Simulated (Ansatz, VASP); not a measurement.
## One calculation of ReS2I2, two programs

```
CELL_PARAMETERS angstrom
1.69583 -11.37322 0.00000
1.69583 11.37322 0.00000
0.00000 0.00000 3.36425
ATOMIC_POSITIONS crystal
Re 0.00000 0.00000 0.00000
S 0.77727 0.22273 0.00000
S 0.22273 0.77727 0.00000
I 0.57381 0.42619 0.50000
I 0.42619 0.57381 0.50000
```

Change from the starting cell: species swapped into the La2CdNi2 type (Cmmm, No. 65).

Alike in both runs: functional PBE; k mesh 4 × 4 × 4; occupations gaussian, width 0.1 eV; collinear spin.

Ansatz relaxed the structure, and its values are those at the end. VASP's run is a single point on that final structure, the one shown.

|  | VASP | Ansatz |
| --- | --- | --- |
| version | VASP 6.6.1 | Ansatz 0.2.0 |
| potentials or method | VASP PAW PBE potentials, release 64 (Re, S, I), cutoff 520 eV | scalar-relativistic, plane waves, PAW |
| valence electrons in the cell | 33 | 61 |

```tsv
	VASP	Ansatz	Ansatz less VASP
gap on the k mesh at the Fermi level (eV)	none	none	-
pressure (GPa)	0.0	0.1	+0.17
rms of the force components (eV/Å)	0.037	0.005	-0.0319
net moment per atom (μB)	0.00	0.00	0.000
```

A gap of «none» marks a metal or a gap that the smearing closes. VASP's potentials hold 33 valence electrons a cell and Ansatz's 61, so a difference there can come from the potentials and not from the codes. Ansatz's warnings: seeded moment not kept.

The k mesh is coarse, so the values compare programs but aren't converged. Neither program's run includes spin-orbit coupling.
